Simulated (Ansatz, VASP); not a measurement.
# MgO in VASP and in Ansatz

File INCAR:

```
SYSTEM = MgO
PREC = Accurate
ENCUT = 520
EDIFF = 1E-7
ISMEAR = 0
SIGMA = 0.05
LREAL = .FALSE.
LASPH = .TRUE.
NELM = 60
ALGO = Normal
ISIF = 2
LWAVE = .FALSE.
LCHARG = .FALSE.
GGA = PS
NBANDS = 11
```

KPOINTS

```
regular mesh
0
G
  10 10 10
  0 0 0
```

The input POSCAR:

```
MgO
1.0
    0.0000000000      2.1602858632      2.1602858632
    2.1602858632      0.0000000000      2.1602858632
    2.1602858632      2.1602858632      0.0000000000
Mg O
1 1
Direct
    0.0063090101      0.0063090101     -0.0063090101
    0.4904156203      0.4904156203      0.5095843797
```

Input for Ansatz:

```yaml
crystal:
  lattice:
    - [0.0, 2.1602858632, 2.1602858632]
    - [2.1602858632, 0.0, 2.1602858632]
    - [2.1602858632, 2.1602858632, 0.0]
  atoms:
    - { symbol: Mg, position: [0.0063090101, 0.0063090101, -0.0063090101] }
    - { symbol: O, position: [0.4904156203, 0.4904156203, 0.5095843797] }
basis:
  ecutwfc: 520.0
kpoints:
  mp_grid: { grid: [10, 10, 10] }
hamiltonian:
  xc: pbesol
  pseudopotentials: { kind: paw, azcp: { folder: soft_1 } }
scf:
  occupations: { method: gaussian, width: 0.05 }
output:
  forces: true
  stress: true
  eigenvalues: true
```

Change from the starting cell: mode 6 frozen in at -0.040 Å, equal normal strain along x, y and z +0.0250.

Alike in both runs: task single point; functional PBEsol; k mesh 10 × 10 × 10; occupations gaussian, width 0.05 eV; no spin polarisation.

|  | VASP | Ansatz |
| --- | --- | --- |
| version | VASP 6.6.1 | Ansatz 0.2.0 |
| potentials or method | VASP PAW PBE potentials, release 64 (Mg, O), cutoff 520 eV | scalar-relativistic, plane waves, PAW |
| valence electrons in the cell | 8 | 16 |

```tsv
	VASP	Ansatz	Ansatz less VASP
gap on the k mesh at the Fermi level (eV)	3.93	3.94	+0.009
least direct gap on the mesh (eV)	3.93	3.94	+0.009
pressure (GPa)	-10.3	-9.7	+0.65
traceless stress, the component that is largest in VASP (GPa)	0.82	0.81	-0.013
rms of the force components (eV/Å)	0.149	0.149	-0.0007
```

VASP's potentials were made for PBE, not for PBEsol, and Ansatz warns of the same on its side. Atom by atom the forces differ by 0.001 eV/Å (rms over components). VASP's potentials hold 8 valence electrons a cell and Ansatz's 16, so a difference there can come from the potentials and not from the codes.
